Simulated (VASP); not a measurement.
# K2LiAlF6 (lda) (Fm-3m) in VASP: further runs, part 2 of 2

VASP 6.6.1. The steps go on from the part before.

## Step 3: Relaxation of cell and atoms, LDA

This run uses another cell than the first one, of 12.06 Å³/atom, 1.082 times its volume.

File INCAR:

```
SYSTEM = K2LiAlF6
ALGO = Normal ; EDIFF = 1E-6
EDIFFG = -0.002 ; ENCUT = 600
IBRION = 2 ; ISIF = 3
ISMEAR = 0 ; LASPH = .True.
LCHARG = .False. ; LREAL = .False.
LWAVE = .False. ; NELM = 100
NSW = 100 ; PREC = Accurate
SIGMA = 0.02
```

File KPOINTS:

```
k-points
0
Gamma
  6 6 6
  0 0 0
```

File POSCAR:

```
K2LiAlF6
1.0
    0.0000000000      3.9210000000      3.9210000000
    3.9210000000      0.0000000000      3.9210000000
    3.9210000000      3.9210000000      0.0000000000
K Li Al F
2 1 1 6
Direct
    0.2500000000      0.2500000000      0.2500000000
    0.7500000000      0.7500000000      0.7500000000
    0.5000000000      0.5000000000      0.5000000000
    0.0000000000      0.0000000000      0.0000000000
    0.7689000000      0.2311000000      0.2311000000
    0.2311000000      0.7689000000      0.2311000000
    0.2311000000      0.7689000000      0.7689000000
    0.7689000000      0.2311000000      0.7689000000
    0.2311000000      0.2311000000      0.7689000000
    0.7689000000      0.7689000000      0.2311000000
```

Potentials or basis: VASP PAW LDA potentials, release 64 (K_sv, Li_sv, Al, F).

Launch:

```
cat potpaw_LDA.64/K_sv/POTCAR potpaw_LDA.64/Li_sv/POTCAR potpaw_LDA.64/Al/POTCAR potpaw_LDA.64/F/POTCAR > POTCAR
mpirun -np 1 vasp_std > vasp.out
```

OUTCAR:

```text
SYSTEM = K2LiAlF6
   EDIFF = 1E-6
   EDIFFG = -0.002
   ENCUT = 600
   IBRION = 2
   ISIF = 3
   ISMEAR = 0
   LASPH = .True.
   LREAL = .False.
   NELM = 100
   NSW = 100
   PREC = Accurate

 ion  position               nearest neighbor table
   1  0.250  0.250  0.250-   8 2.78  10 2.78   7 2.78  10 2.78   7 2.78   8 2.78   5 2.78   6 2.78
                             9 2.78   5 2.78   6 2.78   9 2.78   4 3.40   4 3.40   4 3.40   4 3.40
   2  0.750  0.750  0.750-   7 2.78   8 2.78  10 2.78   5 2.78   6 2.78   5 2.78   9 2.78   6 2.78
                             9 2.78   8 2.78   7 2.78  10 2.78   4 3.40   4 3.40   4 3.40   4 3.40
   3  0.500  0.500  0.500-   5 2.11   6 2.11   7 2.11   8 2.11   9 2.11  10 2.11
   4  0.000  0.000  0.000-   5 1.81   6 1.81   7 1.81   8 1.81   9 1.81  10 1.81   1 3.40   2 3.40
                             2 3.40   2 3.40   2 3.40   1 3.40   1 3.40   1 3.40
   5  0.769  0.231  0.231-   4 1.81   3 2.11   1 2.78   2 2.78   2 2.78   1 2.78
   6  0.231  0.769  0.231-   4 1.81   3 2.11   1 2.78   2 2.78   2 2.78   1 2.78
   7  0.231  0.769  0.769-   4 1.81   3 2.11   2 2.78   1 2.78   1 2.78   2 2.78
   8  0.769  0.231  0.769-   4 1.81   3 2.11   2 2.78   1 2.78   1 2.78   2 2.78
   9  0.231  0.231  0.769-   4 1.81   3 2.11   1 2.78   2 2.78   2 2.78   1 2.78
  10  0.769  0.769  0.231-   4 1.81   3 2.11   2 2.78   1 2.78   1 2.78   2 2.78

  LATTYP: Found a face centered cubic cell.
 ALAT       =     7.8420000000

  Lattice vectors:

 A1 = (   0.0000000000,   3.9210000000,   3.9210000000)
 A2 = (   3.9210000000,   0.0000000000,   3.9210000000)
 A3 = (   3.9210000000,   3.9210000000,   0.0000000000)

Analysis of symmetry for initial positions (statically):
=====================================================================
 Subroutine PRICEL returns:
 Original cell was already a primitive cell.

 Routine SETGRP: Setting up the symmetry group for a
 face centered cubic supercell.

 Subroutine GETGRP returns: Found 48 space group operations
 (whereof 48 operations were pure point group operations)
 out of a pool of 48 trial point group operations.

The static configuration has the point symmetry O_h .

Analysis of symmetry for dynamics (positions and initial velocities):
=====================================================================
 Subroutine PRICEL returns:
 Original cell was already a primitive cell.

 Routine SETGRP: Setting up the symmetry group for a
 face centered cubic supercell.

 Subroutine GETGRP returns: Found 48 space group operations
 (whereof 48 operations were pure point group operations)
 out of a pool of 48 trial point group operations.

The dynamic configuration has the point symmetry O_h .

 Subroutine INISYM returns: Found 48 space group operations
 (whereof 48 operations are pure point group operations),
 and found     1 'primitive' translations

----------------------------------------------------------------------------------------

                                     Primitive cell

  volume of cell :     120.5648

  direct lattice vectors                    reciprocal lattice vectors
     0.000000000  3.921000000  3.921000000    -0.127518490  0.127518490  0.127518490
     3.921000000  0.000000000  3.921000000     0.127518490 -0.127518490  0.127518490
     3.921000000  3.921000000  0.000000000     0.127518490  0.127518490 -0.127518490

  length of vectors
     5.545131378  5.545131378  5.545131378     0.220868504  0.220868504  0.220868504
[... 39 lines left out ...]
     0.021253082  0.021253082 -0.021253082     0.000000000  0.000000000  0.166666667

  Length of vectors
     0.036811417  0.036811417  0.036811417

  Shift w.r.t. Gamma in fractional coordinates (k-lattice)
     0.000000000  0.000000000  0.000000000

 Subroutine IBZKPT returns following result:
 ===========================================

 Found     16 irreducible k-points:

 Following reciprocal coordinates:
            Coordinates               Weight
  0.000000  0.000000  0.000000      1.000000
  0.166667  0.000000  0.000000      8.000000
  0.333333  0.000000  0.000000      8.000000
  0.500000  0.000000  0.000000      4.000000
  0.166667  0.166667  0.000000      6.000000
  0.333333  0.166667  0.000000     24.000000
[... 8 lines left out ...]
 -0.333333  0.333333  0.166667     24.000000
 -0.333333  0.500000  0.166667     12.000000
   k-points           NKPTS =     16   k-points in BZ     NKDIM =     16   number of bands    NBANDS=     39
   number of dos      NEDOS =    301   number of ions     NIONS =     10
   total plane-waves  NPLWV = 110592
   dimension x,y,z NGX =    48 NGY =   48 NGZ =   48
   dimension x,y,z NGXF=    96 NGYF=   96 NGZF=   96
   ions per type =               2   1   1   6
   NGX,Y,Z   is equivalent  to a cutoff of  14.39, 14.39, 14.39 a.u.
   NGXF,Y,Z  is equivalent  to a cutoff of  28.78, 28.78, 28.78 a.u.
 SYSTEM =  K2LiAlF6
   PREC   = accura    normal or accurate (medium, high low for compatibility)
   ISTART =      0    job   : 0-new  1-cont  2-samecut
   ICHARG =      2    charge: 1-file 2-atom 10-const
   ISPIN  =      1    spin polarized calculation?
   LNONCOLLINEAR =      F non collinear calculations
   LSORBIT =      F    spin-orbit coupling
   LASPH  =      T    aspherical Exc in radial PAW
   ENCUT  =  600.0 eV  44.10 Ry    6.64 a.u.  11.08 11.08 11.08*2*pi/ulx,y,z
   NELM   =    100;   NELMIN=  2; NELMDL= -5     # of ELM steps
   EDIFF  = 0.1E-05   stopping-criterion for ELM
   LREAL  =      F    real-space projection
   EDIFFG = -.2E-02   stopping-criterion for IOM
   NSW    =    100    number of steps for IOM
   IBRION =      2    ionic relax: 0-MD 1-quasi-New 2-CG
   NFREE  =      1    steps in history (QN), initial steepest desc. (CG)
   ISIF   =      3    stress and relaxation
   ISYM   =      2    0-nonsym 1-usesym 2-fastsym
   POTIM  = 0.5000    time-step for ionic-motion
   TEBEG  =    0.0;   TEEND  =   0.0 temperature during run
   PSTRESS=    0.0 pullay stress
   NELECT =      66.0000    total number of electrons
   NUPDOWN=      -1.0000    fix difference up-down
   EMIN   =  10.00;   EMAX   =-10.00  energy-range for DOS
   EFERMI =   0.00;   METHOD = LEGACY
   ISMEAR =     0;   SIGMA  =   0.02  broadening in eV -4-tet -1-fermi 0-gaus
   EFERMI_NEDOS =   21; number of points for ismear=-14 and -15
   IALGO  =     38    algorithm
   IMIX   =      4    mixing-type and parameters
     AMIX     =   0.40;   BMIX     =  1.00
     AMIX_MAG =   1.60;   BMIX_MAG =  1.00
  volume/ion in A,a.u.               =      12.06        81.36
  Fermi-wavevector in a.u.,A,eV,Ry     =   1.339212  2.530744 24.401893  1.793489
  Thomas-Fermi vector in A             =   2.467622
   LORBIT       =      0    0 simple, 1 ext, 2 COOP (PROOUT), +10 PAW based schemes
   GGA     = CA    functional components
   LHFCALC =     F    Hartree Fock is set to
   AEXX    =    0.0000 exact exchange contribution
   IVDW    =     0    specifies the selected vdW correction
   LEPSILON=     F    determine dielectric tensor
   LRPA    =     F    only Hartree local field effects (RPA)
 conjugate gradient relaxation of ions
 non-spin polarized calculation
 Gauss-broadening in eV      SIGMA  =   0.02
  energy-cutoff  :      600.00
  volume of cell :      120.56
 maximum number of plane-waves:      4044
 NGX is ok and might be reduce to    48
   NGX = 23   NGY = 23   NGZ = 23

--------------------------------------- Ionic step        1  -------------------------------------------

 number of electron      66.0000012 magnetization

 Free energy of the ion-electron system (eV)
  ---------------------------------------------------
  ext. energy  EPLUGINS =         0.00000000
  ---------------------------------------------------
  free energy    TOTEN  =       -55.66099781 eV

  energy without entropy =      -55.66099781  energy(sigma->0) =      -55.66099781

------------------------ aborting loop because EDIFF is reached ----------------------------------------

  FORCE on cell =-STRESS in cart. coord.  units (eV):
  Direction    XX          YY          ZZ          XY          YZ          ZX
  --------------------------------------------------------------------------------------
  -------------------------------------------------------------------------------------
  Total       -2.8981400     -2.8981400     -2.8981400      0.0000000      0.0000000      0.0000000
  in kB      -38.5131835    -38.5131835    -38.5131835      0.0000000      0.0000000      0.0000000
  external PRESSURE =     -38.5131835 kB  Pullay stress =       0.0000000 kB
[... 251 lines left out ...]
--------------------------------------- Ionic step        7  -------------------------------------------

 number of electron      66.0000007 magnetization

 Free energy of the ion-electron system (eV)
  ---------------------------------------------------
  ext. energy  EPLUGINS =         0.00000000
  ---------------------------------------------------
  free energy    TOTEN  =       -55.80585555 eV

  energy without entropy =      -55.80585555  energy(sigma->0) =      -55.80585555

 E-fermi :  -1.0662     XC(G=0): -10.8724

 val. band max:       -1.1742688649   @ k =   0.0000   0.0000   0.0000
 cond. band min:       6.9399086975   @ k =   0.0000   0.0000   0.0000
 fundamental gap:      8.1141775624
 Fermi energy:        -1.0662497218

 k-point     1 :       0.0000    0.0000    0.0000
  band No.  band energies     occupation
      1     -41.0776      2.00000
      2     -26.0181      2.00000
      3     -25.8704      2.00000
      4     -21.5967      2.00000
      5     -20.8568      2.00000
      6     -20.8568      2.00000
[... 698 lines left out ...]
  FREE ENERGIE OF THE ION-ELECTRON SYSTEM (eV)
  ---------------------------------------------------
  free  energy   TOTEN  =       -55.8058555506 eV

  energy  without entropy=      -55.8058555506  energy(sigma->0) =      -55.80585555

 reached required accuracy - stopping structural energy minimisation
```

It took 4.4 min on 1 thread of Intel Xeon 6975P-C (Granite Rapids), shared host; peak memory 0.33 GiB.

Results:

- Free energy: -55.8059 eV
- Relaxed volume: 11.13 Å³/atom
- Relaxed cell: a = 5.399 Å, b = 5.399 Å, c = 5.399 Å, α = 60.00°, β = 60.00°, γ = 60.00°
- Space group after relaxing (to 0.05 Å): Fm-3m (No. 225)
- Energy gained by relaxing: 14.5 meV/atom
- Ionic steps: 7
- Pressure after relaxing: 0.0 GPa
- Band gap on the k mesh: 8.11 eV, direct

Step by step:
| step | energy change (eV) | largest force (eV/Å) | pressure (GPa) | volume (Å³) |
| --- | --- | --- | --- | --- |
| 1 | 0.0000 | 0.1688 | -3.85 | 120.56 |
| 2 | -0.0907 | 0.3864 | -1.01 | 115.58 |
| 3 | -0.1048 | 0.5109 | 0.80 | 112.91 |
| 4 | -0.1440 | 0.0457 | 0.17 | 110.76 |
| 5 | -0.1447 | 0.0150 | 0.23 | 111.00 |
| 6 | -0.1448 | 0.0013 | -0.04 | 111.35 |
| 7 | -0.1449 | 0.0017 | -0.01 | 111.29 |

Final structure:
```
K Li Al F
1.0
     0.00000    3.81773    3.81773
     3.81773    0.00000    3.81773
     3.81773    3.81773    0.00000
K Li Al F
2 1 1 6
Direct
  0.25000 0.25000 0.25000
  0.75000 0.75000 0.75000
  0.50000 0.50000 0.50000
  0.00000 0.00000 0.00000
  0.76353 0.23647 0.23647
  0.23647 0.76353 0.23647
  0.23647 0.76353 0.76353
  0.76353 0.23647 0.76353
  0.23647 0.23647 0.76353
  0.76353 0.76353 0.23647
```

Caveat: the cutoff is under 1.25 times the usual one of these potentials, so pressure, stress and relaxed cells hold a basis-set (Pulay) error. Zero-point motion and thermal expansion aren't in these numbers.

## Step 4: Single point, LDA

This run uses another cell than the first one, of 12.06 Å³/atom, 1.082 times its volume.

File INCAR:

```
SYSTEM = K2LiAlF6
PREC = Accurate
ENCUT = 520
EDIFF = 1E-6
ISMEAR = 0
SIGMA = 0.1
LREAL = .False.
LASPH = .True.
NELM = 100
ALGO = Normal
ISIF = 2
LWAVE = .False.
LCHARG = .False.
GGA = CA
NBANDS = 44
```

File KPOINTS:

```
Automatic mesh
0
Gamma
  4 4 4
  0 0 0
```

POSCAR is that of step 3.

Potentials or basis: VASP PAW LDA potentials, release 64 (K_sv, Li_sv, Al, F).

Launch:

```
cat potpaw_LDA.64/K_sv/POTCAR potpaw_LDA.64/Li_sv/POTCAR potpaw_LDA.64/Al/POTCAR potpaw_LDA.64/F/POTCAR > POTCAR
mpirun -np 1 vasp_std > vasp.out
```

OUTCAR:

```text
SYSTEM = K2LiAlF6
   PREC = Accurate
   ENCUT = 520
   EDIFF = 1E-6
   ISMEAR = 0
   LREAL = .False.
   LASPH = .True.
   NELM = 100
   ISIF = 2
   GGA = CA

 ion  position               nearest neighbor table
   1  0.250  0.250  0.250-   8 2.78  10 2.78   7 2.78  10 2.78   7 2.78   8 2.78   5 2.78   6 2.78
                             9 2.78   5 2.78   6 2.78   9 2.78   4 3.40   4 3.40   4 3.40   4 3.40
   2  0.750  0.750  0.750-   7 2.78   8 2.78  10 2.78   5 2.78   6 2.78   5 2.78   9 2.78   6 2.78
                             9 2.78   8 2.78   7 2.78  10 2.78   4 3.40   4 3.40   4 3.40   4 3.40
   3  0.500  0.500  0.500-   5 2.11   6 2.11   7 2.11   8 2.11   9 2.11  10 2.11
   4  0.000  0.000  0.000-   5 1.81   6 1.81   7 1.81   8 1.81   9 1.81  10 1.81   1 3.40   2 3.40
                             2 3.40   2 3.40   2 3.40   1 3.40   1 3.40   1 3.40
   5  0.769  0.231  0.231-   4 1.81   3 2.11   1 2.78   2 2.78   2 2.78   1 2.78
   6  0.231  0.769  0.231-   4 1.81   3 2.11   1 2.78   2 2.78   2 2.78   1 2.78
   7  0.231  0.769  0.769-   4 1.81   3 2.11   2 2.78   1 2.78   1 2.78   2 2.78
   8  0.769  0.231  0.769-   4 1.81   3 2.11   2 2.78   1 2.78   1 2.78   2 2.78
   9  0.231  0.231  0.769-   4 1.81   3 2.11   1 2.78   2 2.78   2 2.78   1 2.78
  10  0.769  0.769  0.231-   4 1.81   3 2.11   2 2.78   1 2.78   1 2.78   2 2.78

  LATTYP: Found a face centered cubic cell.
 ALAT       =     7.8420000000

[... 564 lines left out ...]

  FORCE on cell =-STRESS in cart. coord.  units (eV):
  Direction    XX          YY          ZZ          XY          YZ          ZX
  --------------------------------------------------------------------------------------
  -------------------------------------------------------------------------------------
  Total       -2.7686588     -2.7686588     -2.7686588      0.0000000      0.0000000      0.0000000
  in kB      -36.7925165    -36.7925165    -36.7925165      0.0000000      0.0000000      0.0000000
  external PRESSURE =     -36.7925165 kB  Pullay stress =       0.0000000 kB

 VOLUME and BASIS-vectors are now :
 -----------------------------------------------------------------------------
  energy-cutoff  :      520.00
  volume of cell :      120.56
      direct lattice vectors                 reciprocal lattice vectors
     0.000000000  3.921000000  3.921000000    -0.127518490  0.127518490  0.127518490
     3.921000000  0.000000000  3.921000000     0.127518490 -0.127518490  0.127518490
     3.921000000  3.921000000  0.000000000     0.127518490  0.127518490 -0.127518490

 POSITION                                       TOTAL-FORCE (eV/Angst)
 -----------------------------------------------------------------------------------
      1.96050      1.96050      1.96050        -0.000000      0.000000      0.000000
      5.88150      5.88150      5.88150        -0.000000     -0.000000     -0.000000
      3.92100      3.92100      3.92100        -0.000000     -0.000000      0.000000
      0.00000      0.00000      0.00000        -0.000000     -0.000000      0.000000
      1.81229      3.92100      3.92100         0.172040     -0.000000      0.000000
      3.92100      1.81229      3.92100        -0.000000      0.172040      0.000000
      6.02971      3.92100      3.92100        -0.172040     -0.000000      0.000000
      3.92100      6.02971      3.92100        -0.000000     -0.172040      0.000000
      3.92100      3.92100      1.81229        -0.000000     -0.000000      0.172040
      3.92100      3.92100      6.02971        -0.000000     -0.000000     -0.172040
 -----------------------------------------------------------------------------------
    total drift:                               -0.000000     -0.000000      0.000000

  FREE ENERGIE OF THE ION-ELECTRON SYSTEM (eV)
  ---------------------------------------------------
  free  energy   TOTEN  =       -55.6472202092 eV

  energy  without entropy=      -55.6472202092  energy(sigma->0) =      -55.64722021
```

stdout:

```text
POSCAR found type information on POSCAR K LiAlF
 POSCAR found :  4 types and      10 ions
 scaLAPACK will be used
 LDA part: xc-table for (Slater(with rela. corr.)+CA(PZ))
 , standard interpolation
 POSCAR, INCAR and KPOINTS ok, starting setup
 FFT: planning ... GRIDC
 FFT: planning ... GRID_SOFT
 FFT: planning ... GRID
 WAVECAR not read
 entering main loop
```

Wall time 24 s (1 thread of Intel Xeon 6975P-C (Granite Rapids), shared host); peak memory 0.23 GiB.

Results:

| Quantity | Value |
| --- | --- |
| Free energy | -55.6472 eV |
| Largest force | 0.172 eV/Å |
| Band gap on the k mesh | 7.51 eV, direct |

Forces on the atoms (eV/Å):
```
K    0.000  0.000  0.000
K    0.000  0.000  0.000
Li   0.000  0.000  0.000
Al   0.000  0.000  0.000
F    0.172  0.000  0.000
F    0.000  0.172  0.000
F   -0.172  0.000  0.000
F    0.000 -0.172  0.000
F    0.000  0.000  0.172
F    0.000  0.000 -0.172
```

Levels at points of the mesh, in eV from the valence-band top:
```
           k point  band 30  band 31  band 32  band 33  band 34  band 35  band 36  band 37
(0.00, 0.00, 0.00)    -0.44     0.00     0.00     0.00     7.51     9.98     9.98    10.24
(0.50, 0.00, 0.00)    -0.52    -0.27    -0.27    -0.21     9.50     9.95    11.12    11.12
(0.50, 0.50, 0.00)    -0.67    -0.58    -0.58    -0.02    10.09    10.75    11.05    11.11
```

Caveat: the cutoff is under 1.25 times the usual one of these potentials, so pressure, stress and relaxed cells hold a basis-set (Pulay) error. As with any semilocal functional, this LDA gap is likely too small.

## Step 5: Overview

```csv
task,cell,k mesh,cutoff (eV),smearing,gap on the mesh (eV),largest force (eV/Å)
single point,"a = 5.402 Å, angles 60.0°, 10 atoms",6 × 6 × 6,520,gaussian 0.02 eV,8.11,0.07
relaxation of cell and atoms,"relaxed from a = 5.545 Å, angles 60.0°, 10 atoms",6 × 6 × 6,600,gaussian 0.02 eV,8.11,-
single point,"a = 5.545 Å, angles 60.0°, 10 atoms",4 × 4 × 4,520,gaussian 0.1 eV,7.51,0.17
```

Alike in all rows: level LDA; potentials or basis VASP PAW LDA potentials, release 64 (K_sv, Li_sv, Al, F); no spin polarisation.

Caveats: the cutoff is under 1.25 times the usual one of these potentials, so pressure, stress and relaxed cells hold a basis-set (Pulay) error.

Absolute energies hang on the potentials; compare differences alone.
